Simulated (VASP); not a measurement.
Input of a VASP 6.6.1 run:

File INCAR:

```
SYSTEM = MgSc2C2
PREC = Accurate
ENCUT = 520
EDIFF = 1E-6
ISMEAR = 0
SIGMA = 0.1
LREAL = .FALSE.
LASPH = .TRUE.
NELM = 100
ALGO = Normal
ISIF = 2
LWAVE = .FALSE.
LCHARG = .FALSE.
GGA = PE
NBANDS = 24
```

KPOINTS

```
Automatic mesh
0
G
  4 4 4
  0 0 0
```

File POSCAR:

```
MgSc2C2
1.0
    4.3072210700      0.0000000000      0.0000000000
    0.0000000000      4.3072210700      0.0000000000
    0.0000000000      0.0000000000      4.6684894800
Mg Sc C
1 2 2
Direct
    0.0000000000      0.0000000000      0.5000000000
    0.0000000000      0.5000000000      0.0000000000
    0.5000000000      0.0000000000      0.0000000000
    0.0000000000      0.5000000000      0.5000000000
    0.5000000000      0.0000000000      0.5000000000
```

Potentials or basis: VASP PAW PBE potentials, release 64 (Mg, Sc_sv, C).

The run is started by

```console
$ cat potpaw_PBE.64/Mg/POTCAR potpaw_PBE.64/Sc_sv/POTCAR potpaw_PBE.64/C/POTCAR > POTCAR
$ mpirun -np 1 vasp_std > vasp.out
```

Estimate the pressure.

0.3 GPa.

Predict the band gap on the k mesh.

zero (band 16 reaches 3.24 eV, above the bottom of band 17 at 2.54 eV).

Stress tensor (GPa, compression positive):
```
  6.57   0.00   0.00
  0.00   6.57   0.00
  0.00   0.00 -12.13
```

Caveat: the k points lie up to 0.36 Å⁻¹ apart.
